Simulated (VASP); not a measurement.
The system is MgZn2O3.

```
Mg Zn O
1.0
     3.05260    0.00000    0.00000
    -1.52630    2.64363    0.00000
     0.00000    0.00000    7.45204
Mg Zn O
1 2 3
Direct
  0.00000 0.00000 0.00000
  0.33333 0.66667 0.66842
  0.66667 0.33333 0.33158
  0.33333 0.66667 0.16070
  0.66667 0.33333 0.83930
  0.00000 0.00000 0.50000
```

* Program: VASP 6.6.1
* Task: relaxation of cell and atoms
* Functional: PBEsol
* Dispersion: D3(BJ)
* Potentials or basis: VASP PAW PBE potentials, release 64 (Mg, Zn, O)
* Cutoff: 600 eV
* k mesh: 12 × 12 × 4
* Occupations: gaussian, width 0.01 eV
* Spin: no spin polarisation

At the start: pressure -10.7 GPa; volume 10.02 Å³/atom.

Q: How do energy, volume and symmetry change on relaxing?

A: Over 7 steps the energy falls by 22.3 meV/atom and the volume is 9.39 Å³/atom (-6.3 %); space group P-3m1 (No. 164, to 0.1 Å) before and after.

Step by step:
```csv
step,energy change (eV),largest force (eV/Å),pressure (GPa),volume (Å³)
1,0.0000,0.0778,-10.67,60.14
2,-0.0961,0.0999,6.66,54.51
3,-0.1338,0.0291,-0.04,56.36
4,-0.1337,0.0320,0.15,56.28
5,-0.1339,0.0123,0.03,56.35
6,-0.1339,0.0082,-0.07,56.37
7,-0.1339,0.0030,-0.05,56.34
```

Final structure:
```
Mg Zn O
1.0
     2.98824    0.00000    0.00000
    -1.49412    2.58789    0.00000
     0.00000    0.00000    7.28583
Mg Zn O
1 2 3
Direct
  0.00000 0.00000 0.00000
  0.33333 0.66667 0.66873
  0.66667 0.33333 0.33127
  0.33333 0.66667 0.16072
  0.66667 0.33333 0.83928
  0.00000 0.00000 0.50000
```

Caveat: the PAW data sets were made with another functional, which shifts forces and pressure a little.
